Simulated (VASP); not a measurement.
Wanted: the native input for a VASP 6.6.1 run.

```yaml
Task: single point
Functional: PBE
Potentials_or_basis: VASP PAW PBE potentials, release 64 (Ga_d, P)
Cutoff: 520 eV
k_mesh: 6 × 6 × 6
Occupations: gaussian, width 0.01 eV
Spin: no spin polarisation
Dipole_correction: no
Further_INCAR_settings: ALGO = Normal; EDIFF = 1e-06; NBANDS = 16
```

The structure of GaP lies in POSCAR:

```
GaP
1.0
    0.0000000000      2.6505476987      2.6505476987
    2.6505476987      0.0000000000      2.6505476987
    2.6505476987      2.6505476987      0.0000000000
Ga P
1 1
Direct
    0.0000000000      0.0000000000      0.0000000000
    0.2500000000      0.2500000000      0.2500000000
```

The input as run:

INCAR

```
SYSTEM = GaP
ALGO     = Normal         ! electronic algorithm
EDIFF    = 1E-6           ! SCF threshold, eV
ENCUT    = 520            ! plane-wave cutoff, eV
GGA      = PE             ! functional
ISIF     = 2              ! what is computed and relaxed
ISMEAR   = 0              ! smearing method
LASPH    = .True.         ! aspherical terms in the spheres
LCHARG   = .True.         ! write CHGCAR
LELF     = .True.         ! ELF
LREAL    = .False.        ! projectors in reciprocal space
LVHAR    = .True.       
LWAVE    = .False.        ! write WAVECAR
NBANDS   = 16             ! bands
NELM     = 100            ! most SCF steps
PREC     = Accurate       ! precision mode
SIGMA    = 0.01           ! smearing width, eV
```

KPOINTS

```
k-points
0
Gamma
  6 6 6
  0 0 0
```

Potentials or basis: VASP PAW PBE potentials, release 64 (Ga_d, P).

Command:

```console
$ cat potpaw_PBE.64/Ga_d/POTCAR potpaw_PBE.64/P/POTCAR > POTCAR
$ mpirun -np 1 vasp_std > vasp.out
```

It gave:

The pressure is 11.2 GPa. The band gap on the k mesh is 1.46 eV, indirect (least direct gap 2.53 eV).

Wall time 23 s on 1 thread of Intel Xeon 8259CL, with other jobs on the host, peak memory 0.15 GiB.
